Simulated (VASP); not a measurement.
# Ti3Si (P6_3/mmc) in VASP: further runs

Ti3Si is run at these levels: r2SCAN; tasks: single point.

Program: VASP 6.6.1. These are calculated values, not measurements. Logs are shortened: lines on timing, memory, paths and dates and some standing lists are left out, and cuts for length are marked.

### 1 The cell of the first run

Symmetry: P6_3/mmc, No. 194, hexagonal system. Conventional cell: a = 5.631 Å, b = 5.631 Å, c = 4.505 Å, α = 90.00°, β = 90.00°, γ = 120.00°. Ti (site symmetry mm2) has 8 Ti at 2.73 to 2.90 Å and 4 Si at 2.75 to 2.82 Å within 3.6 Å. Si (site symmetry -6m2) has 12 Ti at 2.75 to 2.82 Å within 3.6 Å.

### 2 Single point, r2SCAN

POSCAR reads:

```
Ti3Si
1.0
    5.6313135898      0.0000000000      0.0000000000
   -2.8156567949      4.8768606255      0.0000000000
    0.0000000000      0.0000000000      4.5054524700
Ti Si
6 2
Direct
    0.3435999600      0.1717999800      0.7500000000
    0.8282000200      0.1717999800      0.7500000000
    0.8282000200      0.6564000400      0.7500000000
    0.6564000400      0.8282000200      0.2500000000
    0.1717999800      0.8282000200      0.2500000000
    0.1717999800      0.3435999600      0.2500000000
    0.3333333300      0.6666666700      0.7500000000
    0.6666666700      0.3333333300      0.2500000000
```

INCAR.step1 reads:

```
SYSTEM = Ti3Si
PREC     = Accurate       ! precision mode
ENCUT    = 520            ! plane-wave cutoff, eV
ISMEAR   = 0              ! smearing method
SIGMA    = 0.1            ! smearing width, eV
LREAL    = .False.        ! projectors in reciprocal space
LASPH    = .True.         ! aspherical terms in the spheres
NELM     = 60             ! most SCF steps
NBANDS   = 50             ! bands
GGA      = PE             ! functional
ALGO     = Normal         ! electronic algorithm
EDIFF    = 1E-4           ! SCF threshold, eV
LWAVE    = .True.         ! write WAVECAR
LCHARG   = .False.        ! write CHGCAR
```

INCAR.step2 reads:

```
SYSTEM = Ti3Si
PREC     = Accurate       ! precision mode
ENCUT    = 520            ! plane-wave cutoff, eV
EDIFF    = 1E-6           ! SCF threshold, eV
ISMEAR   = 0              ! smearing method
SIGMA    = 0.1            ! smearing width, eV
LREAL    = .False.        ! projectors in reciprocal space
LASPH    = .True.         ! aspherical terms in the spheres
NELM     = 60             ! most SCF steps
ALGO     = Normal         ! electronic algorithm
ISIF     = 2              ! what is computed and relaxed
LWAVE    = .False.        ! write WAVECAR
LCHARG   = .False.        ! write CHGCAR
METAGGA  = R2SCAN         ! meta-GGA
LMIXTAU  = .True.       
NBANDS   = 50             ! bands
ISTART   = 1
```

KPOINTS reads:

```
Automatic mesh
0
Gamma
  6 6 4
  0 0 0
```

Potentials or basis: VASP PAW PBE potentials, release 64 (Ti_sv, Si).

Command:

```bash
> cat potpaw_PBE.64/Ti_sv/POTCAR potpaw_PBE.64/Si/POTCAR > POTCAR
> cp INCAR.step1 INCAR
> mpirun -np 1 vasp_std > vasp.out
> cp INCAR.step2 INCAR
> mpirun -np 1 vasp_std > vasp.out
```

OUTCAR:

```text
SYSTEM = Ti3Si
   PREC = Accurate
   ENCUT = 520
   EDIFF = 1E-6
   ISMEAR = 0
   LREAL = .False.
   LASPH = .True.
   NELM = 60
   ISIF = 2
   METAGGA = R2SCAN
   ISTART = 1

 ion  position               nearest neighbor table
   1  0.344  0.172  0.750-   2 2.73   3 2.73   8 2.75   8 2.75   6 2.81   6 2.81   5 2.81   5 2.81
                             7 2.82   7 2.82   2 2.90   3 2.90
   2  0.828  0.172  0.750-   1 2.73   3 2.73   8 2.75   8 2.75   6 2.81   6 2.81   4 2.81   4 2.81
                             7 2.82   7 2.82   1 2.90   3 2.90
   3  0.828  0.656  0.750-   1 2.73   2 2.73   8 2.75   8 2.75   4 2.81   4 2.81   5 2.81   5 2.81
                             7 2.82   7 2.82   2 2.90   1 2.90
   4  0.656  0.828  0.250-   5 2.73   6 2.73   7 2.75   7 2.75   3 2.81   3 2.81   2 2.81   2 2.81
                             8 2.82   8 2.82   5 2.90   6 2.90
   5  0.172  0.828  0.250-   4 2.73   6 2.73   7 2.75   7 2.75   3 2.81   3 2.81   1 2.81   1 2.81
                             8 2.82   8 2.82   4 2.90   6 2.90
   6  0.172  0.344  0.250-   4 2.73   5 2.73   7 2.75   7 2.75   1 2.81   1 2.81   2 2.81   2 2.81
                             8 2.82   8 2.82   5 2.90   4 2.90
   7  0.333  0.667  0.750-   5 2.75   5 2.75   4 2.75   4 2.75   6 2.75   6 2.75   3 2.82   1 2.82
                             2 2.82   2 2.82   3 2.82   1 2.82
   8  0.667  0.333  0.250-   2 2.75   2 2.75   1 2.75   1 2.75   3 2.75   3 2.75   6 2.82   4 2.82
                             5 2.82   5 2.82   6 2.82   4 2.82

  LATTYP: Found a hexagonal cell.
 ALAT       =     5.6313135898
 C/A-ratio  =     0.8000713152

  Lattice vectors:

 A1 = (   5.6313135898,   0.0000000000,   0.0000000000)
 A2 = (  -2.8156567949,   4.8768606255,   0.0000000000)
 A3 = (   0.0000000000,   0.0000000000,   4.5054524700)

Analysis of symmetry for initial positions (statically):
=====================================================================
 Subroutine PRICEL returns:
 Original cell was already a primitive cell.

 Routine SETGRP: Setting up the symmetry group for a
 hexagonal supercell.

 Subroutine GETGRP returns: Found 24 space group operations
 (whereof 12 operations were pure point group operations)
 out of a pool of 24 trial point group operations.

The static configuration has the point symmetry D_3d.
 The point group associated with its full space group is D_6h.

Analysis of symmetry for dynamics (positions and initial velocities):
=====================================================================
 Subroutine PRICEL returns:
 Original cell was already a primitive cell.

 Routine SETGRP: Setting up the symmetry group for a
 hexagonal supercell.

 Subroutine GETGRP returns: Found 24 space group operations
 (whereof 12 operations were pure point group operations)
 out of a pool of 24 trial point group operations.

The dynamic configuration has the point symmetry D_3d.
 The point group associated with its full space group is D_6h.

 Subroutine INISYM returns: Found 24 space group operations
 (whereof 12 operations are pure point group operations),
 and found     1 'primitive' translations

----------------------------------------------------------------------------------------

                                     Primitive cell

  volume of cell :     123.7338

  direct lattice vectors                    reciprocal lattice vectors
     5.631313590  0.000000000  0.000000000     0.177578461  0.102524972  0.000000000
    -2.815656795  4.876860625  0.000000000     0.000000000  0.205049944  0.000000000
     0.000000000  0.000000000  4.505452470     0.000000000  0.000000000  0.221953290

  length of vectors
     5.631313590  5.631313590  4.505452470     0.205049944  0.205049944  0.221953290

  position of ions in fractional coordinates (direct lattice)
     0.343599960  0.171799980  0.750000000
     0.828200020  0.171799980  0.750000000
     0.828200020  0.656400040  0.750000000
     0.656400040  0.828200020  0.250000000
     0.171799980  0.828200020  0.250000000
     0.171799980  0.343599960  0.250000000
     0.333333330  0.666666670  0.750000000
     0.666666670  0.333333330  0.250000000

  ion indices of the primitive-cell ions
   primitive index   ion index
                 1           1
                 2           2
                 3           3
                 4           4
                 5           5
                 6           6
                 7           7
                 8           8

----------------------------------------------------------------------------------------

 KPOINTS: Automatic mesh

Automatic generation of k-mesh.
 Grid dimensions read from file:
 generate k-points for:    6    6    4

 Generating k-lattice:

  Cartesian coordinates                     Fractional coordinates (reciprocal lattice)
     0.029596410  0.017087495  0.000000000     0.166666667  0.000000000  0.000000000
     0.000000000  0.034174991  0.000000000     0.000000000  0.166666667  0.000000000
     0.000000000  0.000000000  0.055488323     0.000000000  0.000000000  0.250000000

  Length of vectors
     0.034174991  0.034174991  0.055488323

  Shift w.r.t. Gamma in fractional coordinates (k-lattice)
     0.000000000  0.000000000  0.000000000

 Subroutine IBZKPT returns following result:
 ===========================================

 Found     21 irreducible k-points:

 Following reciprocal coordinates:
            Coordinates               Weight
  0.000000  0.000000  0.000000      1.000000
  0.166667 -0.000000  0.000000      6.000000
  0.333333 -0.000000  0.000000      6.000000
  0.500000  0.000000  0.000000      3.000000
  0.166667  0.166667  0.000000      6.000000
  0.333333  0.166667  0.000000     12.000000
[... 13 lines left out ...]
  0.333333  0.166667  0.500000     12.000000
  0.333333  0.333333  0.500000      2.000000
   k-points           NKPTS =     21   k-points in BZ     NKDIM =     21   number of bands    NBANDS=     50
   number of dos      NEDOS =    301   number of ions     NIONS =      8
   total plane-waves  NPLWV =  63504
   dimension x,y,z NGX =    42 NGY =   42 NGZ =   36
   dimension x,y,z NGXF=    84 NGYF=   84 NGZF=   72
   ions per type =               6   2
   NGX,Y,Z   is equivalent  to a cutoff of  12.40, 12.40, 13.28 a.u.
   NGXF,Y,Z  is equivalent  to a cutoff of  24.80, 24.80, 26.57 a.u.
 SYSTEM =  Ti3Si
   PREC   = accura    normal or accurate (medium, high low for compatibility)
   ISTART =      1    job   : 0-new  1-cont  2-samecut
   ICHARG =      0    charge: 1-file 2-atom 10-const
   ISPIN  =      1    spin polarized calculation?
   LNONCOLLINEAR =      F non collinear calculations
   LSORBIT =      F    spin-orbit coupling
   LASPH  =      T    aspherical Exc in radial PAW
   ENCUT  =  520.0 eV  38.22 Ry    6.18 a.u.  10.47 10.47  8.38*2*pi/ulx,y,z
   NELM   =     60;   NELMIN=  2; NELMDL=  0     # of ELM steps
   EDIFF  = 0.1E-05   stopping-criterion for ELM
   LREAL  =      F    real-space projection
   EDIFFG = 0.1E-04   stopping-criterion for IOM
   NSW    =      0    number of steps for IOM
   IBRION =     -1    ionic relax: 0-MD 1-quasi-New 2-CG
   NFREE  =      0    steps in history (QN), initial steepest desc. (CG)
   ISIF   =      2    stress and relaxation
   ISYM   =      2    0-nonsym 1-usesym 2-fastsym
   POTIM  = 0.5000    time-step for ionic-motion
   TEBEG  =    0.0;   TEEND  =   0.0 temperature during run
   PSTRESS=    0.0 pullay stress
   NELECT =      80.0000    total number of electrons
   NUPDOWN=      -1.0000    fix difference up-down
   EMIN   =  10.00;   EMAX   =-10.00  energy-range for DOS
   EFERMI =   0.00;   METHOD = LEGACY
   ISMEAR =     0;   SIGMA  =   0.10  broadening in eV -4-tet -1-fermi 0-gaus
   EFERMI_NEDOS =   21; number of points for ismear=-14 and -15
   IALGO  =     38    algorithm
   IMIX   =      4    mixing-type and parameters
     AMIX     =   0.40;   BMIX     =  1.00
     AMIX_MAG =   1.60;   BMIX_MAG =  1.00
  volume/ion in A,a.u.               =      15.47       104.37
  Fermi-wavevector in a.u.,A,eV,Ry     =   1.415605  2.675105 27.265215  2.003937
  Thomas-Fermi vector in A             =   2.537026
   LORBIT       =      0    0 simple, 1 ext, 2 COOP (PROOUT), +10 PAW based schemes
   METAGGA = R2SCAN    functional components
   LHFCALC =     F    Hartree Fock is set to
   AEXX    =    0.0000 exact exchange contribution
   IVDW    =     0    specifies the selected vdW correction
   LEPSILON=     F    determine dielectric tensor
   LRPA    =     F    only Hartree local field effects (RPA)
 non-spin polarized calculation
 Gauss-broadening in eV      SIGMA  =   0.10
  energy-cutoff  :      520.00
  volume of cell :      123.73
 maximum number of plane-waves:      3377
 NGX is ok and might be reduce to    42
   NGX = 21   NGY = 21   NGZ = 17

 number of electron      79.9999996 magnetization

 Free energy of the ion-electron system (eV)
  ---------------------------------------------------
  ext. energy  EPLUGINS =         0.00000000
  ---------------------------------------------------
  free energy    TOTEN  =       -99.16514448 eV

  energy without entropy =      -99.12825558  energy(sigma->0) =      -99.14670003

 E-fermi :   9.5725     XC(G=0): -12.6486

 val. band max:        9.5588855635   @ k =   0.5000   0.0000   0.2500
 cond. band min:       9.5811413378   @ k =   0.3333   0.1667   0.2500
 fundamental gap:      0.0222557743
 Fermi energy:         9.5725110105

 k-point     1 :       0.0000    0.0000    0.0000
  band No.  band energies     occupation
      1     -49.5452      2.00000
      2     -49.4154      2.00000
      3     -49.4118      2.00000
      4     -49.4118      2.00000
      5     -49.3500      2.00000
      6     -49.3500      2.00000
[... 42 lines left out ...]
     49      11.8242      0.00000
     50      11.8242      0.00000

 k-point     2 :       0.1667   -0.0000    0.0000
  band No.  band energies     occupation
      1     -49.5373      2.00000
      2     -49.4234      2.00000
      3     -49.4121      2.00000
      4     -49.4118      2.00000
      5     -49.3501      2.00000
      6     -49.3497      2.00000
[... 42 lines left out ...]
     49      11.9084      0.00000
     50      11.9983      0.00000

 k-point     3 :       0.3333   -0.0000    0.0000
  band No.  band energies     occupation
      1     -49.5156      2.00000
      2     -49.4496      2.00000
      3     -49.4126      2.00000
      4     -49.4060      2.00000
      5     -49.3518      2.00000
      6     -49.3492      2.00000
[... 42 lines left out ...]
     49      11.8285      0.00000
     50      11.9112      0.00000

 k-point     4 :       0.5000    0.0000    0.0000
  band No.  band energies     occupation
      1     -49.4907      2.00000
      2     -49.4765      2.00000
      3     -49.4129      2.00000
      4     -49.4027      2.00000
      5     -49.3534      2.00000
      6     -49.3490      2.00000
[... 840 lines left out ...]
 k-point    20 :       0.3333    0.1667    0.5000
  band No.  band energies     occupation
      1     -49.4540      2.00000
      2     -49.4540      2.00000
      3     -49.4078      2.00000
      4     -49.4078      2.00000
      5     -49.3809      2.00000
      6     -49.3809      2.00000
[... 42 lines left out ...]
     49      11.3155      0.00000
     50      11.3155      0.00000

 k-point    21 :       0.3333    0.3333    0.5000
  band No.  band energies     occupation
      1     -49.4479      2.00000
      2     -49.4479      2.00000
      3     -49.4139      2.00000
      4     -49.4139      2.00000
      5     -49.3809      2.00000
      6     -49.3809      2.00000
[... 42 lines left out ...]
     49      11.2322      0.00000
     50      11.2322      0.00000

------------------------ aborting loop because EDIFF is reached ----------------------------------------

  FORCE on cell =-STRESS in cart. coord.  units (eV):
  Direction    XX          YY          ZZ          XY          YZ          ZX
  --------------------------------------------------------------------------------------
  -------------------------------------------------------------------------------------
  Total        0.2236445      0.2236445     -0.0454315      0.0000000     -0.0000000      0.0000000
  in kB        2.8958785      2.8958785     -0.5882738      0.0000000     -0.0000000      0.0000000
  external PRESSURE =       1.7344944 kB  Pullay stress =       0.0000000 kB

 VOLUME and BASIS-vectors are now :
 -----------------------------------------------------------------------------
  energy-cutoff  :      520.00
  volume of cell :      123.73
      direct lattice vectors                 reciprocal lattice vectors
     5.631313590  0.000000000  0.000000000     0.177578461  0.102524972  0.000000000
    -2.815656795  4.876860625  0.000000000     0.000000000  0.205049944  0.000000000
     0.000000000  0.000000000  4.505452470     0.000000000  0.000000000  0.221953290

 POSITION                                       TOTAL-FORCE (eV/Angst)
 -----------------------------------------------------------------------------------
      1.45119      0.83784      3.37909         0.006698      0.003867     -0.000000
      4.18012      0.83784      3.37909        -0.006698      0.003867      0.000000
      2.81566      3.20117      3.37909         0.000000     -0.007734     -0.000000
      1.36447      4.03902      1.12636        -0.006698     -0.003867      0.000000
     -1.36447      4.03902      1.12636         0.006698     -0.003867     -0.000000
      0.00000      1.67569      1.12636         0.000000      0.007734     -0.000000
     -0.00000      3.25124      3.37909         0.000000      0.000000     -0.000000
      2.81566      1.62562      1.12636         0.000000      0.000000     -0.000000
 -----------------------------------------------------------------------------------
    total drift:                               -0.000050      0.000029     -0.000000

  FREE ENERGIE OF THE ION-ELECTRON SYSTEM (eV)
  ---------------------------------------------------
  free  energy   TOTEN  =       -99.1651444787 eV

  energy  without entropy=      -99.1282555760  energy(sigma->0) =      -99.14670003
```

It took 9.6 min on 1 thread of Intel Xeon Platinum 8259CL at 2.50GHz (Skylake/Cascade Lake), shared host; peak memory 0.31 GiB.

What came out:

| Property | Result |
| --- | --- |
| Free energy | -99.1651 eV |
| Pressure | 0.2 GPa |
| Largest force | 0.008 eV/Å |
| Band gap on the k mesh | zero (band 40 reaches 9.78 eV, above the bottom of band 41 at 9.52 eV) |

Forces in eV/Å, atoms in the order of the input:
```
Ti   0.007  0.004  0.000
Ti  -0.007  0.004  0.000
Ti   0.000 -0.008  0.000
Ti  -0.007 -0.004  0.000
Ti   0.007 -0.004  0.000
Ti   0.000  0.008  0.000
Si   0.000  0.000  0.000
Si   0.000  0.000  0.000
```

Stress tensor (GPa, compression positive):
```
 0.29  0.00  0.00
 0.00  0.29  0.00
 0.00  0.00 -0.06
```

Levels at points of the mesh, in eV from the Fermi level:
```csv
k point,band 38,band 39,band 40,band 41,band 42,band 43
"(0.00, 0.00, 0.00)",-1.44,-0.88,-0.43,0.51,0.51,0.61
"(0.50, 0.00, 0.00)",-0.77,-0.76,0.08,0.37,0.46,0.64
"(0.00, 0.00, 0.50)",-1.29,-0.58,-0.58,-0.04,-0.04,-0.04
"(0.50, 0.00, 0.50)",-0.52,-0.33,-0.33,-0.05,-0.05,0.55
```

Caveat: the PAW data sets were made with another functional, which shifts forces and pressure a little.

### 3 Single point, r2SCAN

POSCAR reads:

```
Ti3Si
1.0
    5.6285599865      0.0000000000      0.0000000000
   -2.8142799932      4.8744759350      0.0000000000
    0.0000000000      0.0000000000      4.5039465941
Ti Si
6 2
Direct
    0.3436961568      0.1718480784      0.7500000000
    0.8281519216      0.1718480784      0.7500000000
    0.8281519216      0.6563038432      0.7500000000
    0.6563038432      0.8281519216      0.2500000000
    0.1718480784      0.8281519216      0.2500000000
    0.1718480784      0.3436961568      0.2500000000
    0.3333333333      0.6666666667      0.7500000000
    0.6666666667      0.3333333333      0.2500000000
```

INCAR.step1 reads:

```
SYSTEM = Ti3Si
PREC = Accurate
ENCUT = 520
ISMEAR = 0
SIGMA = 0.1
LREAL = .FALSE.
LASPH = .TRUE.
NELM = 100
NBANDS = 50
GGA = PE
ALGO = Normal
EDIFF = 1E-4
LWAVE = .TRUE.
LCHARG = .FALSE.
```

INCAR.step2 reads:

```
SYSTEM = Ti3Si
PREC = Accurate
ENCUT = 520
EDIFF = 1E-6
ISMEAR = 0
SIGMA = 0.1
LREAL = .FALSE.
LASPH = .TRUE.
NELM = 100
ALGO = Normal
ISIF = 2
LWAVE = .FALSE.
LCHARG = .TRUE.
METAGGA = R2SCAN
LMIXTAU = .TRUE.
LELF = .TRUE.
LVHAR = .TRUE.
NBANDS = 50
ISTART = 1
```

KPOINTS reads:

```
Automatic mesh
0
G
  6 6 8
  0 0 0
```

Potentials or basis: VASP PAW PBE potentials, release 64 (Ti_sv, Si).

Command:

```bash
> cat potpaw_PBE.64/Ti_sv/POTCAR potpaw_PBE.64/Si/POTCAR > POTCAR
> cp INCAR.step1 INCAR
> mpirun -np 1 vasp_std > vasp.out
> cp INCAR.step2 INCAR
> mpirun -np 1 vasp_std > vasp.out
```

Wall time 16 min (1 thread of Intel Xeon Platinum 8259CL at 2.50GHz (Skylake/Cascade Lake), shared host); peak memory 0.34 GiB.

Results (log left out):

```yaml
Free_energy: -99.1280 eV
Pressure: 0.4 GPa
Largest_force: 0.011 eV/Å
Band_gap_on_the_k_mesh: zero (band 40 reaches 9.80 eV, above the bottom of band 41 at 9.41 eV)
```

Forces in eV/Å, atoms in the order of the input:
```
Ti  -0.010 -0.006  0.000
Ti   0.010 -0.006  0.000
Ti   0.000  0.011  0.000
Ti   0.010  0.006  0.000
Ti  -0.010  0.006  0.000
Ti   0.000 -0.011  0.000
Si   0.000  0.000  0.000
Si   0.000  0.000  0.000
```

Levels at points of the mesh, in eV from the Fermi level:
| k point | band 37 | band 38 | band 39 | band 40 | band 41 | band 42 | band 43 | band 44 |
| --- | --- | --- | --- | --- | --- | --- | --- | --- |
| (0.00, 0.00, 0.00) | -1.45 | -1.45 | -0.89 | -0.44 | 0.50 | 0.50 | 0.60 | 0.62 |
| (0.50, 0.00, 0.00) | -1.05 | -0.78 | -0.77 | 0.07 | 0.36 | 0.45 | 0.64 | 0.90 |
| (0.00, 0.00, 0.50) | -1.30 | -1.30 | -0.59 | -0.59 | -0.04 | -0.04 | -0.04 | -0.04 |
| (0.50, 0.00, 0.50) | -0.53 | -0.53 | -0.34 | -0.34 | -0.06 | -0.06 | 0.54 | 0.54 |

Caveat: the PAW data sets were made with another functional, which shifts forces and pressure a little.
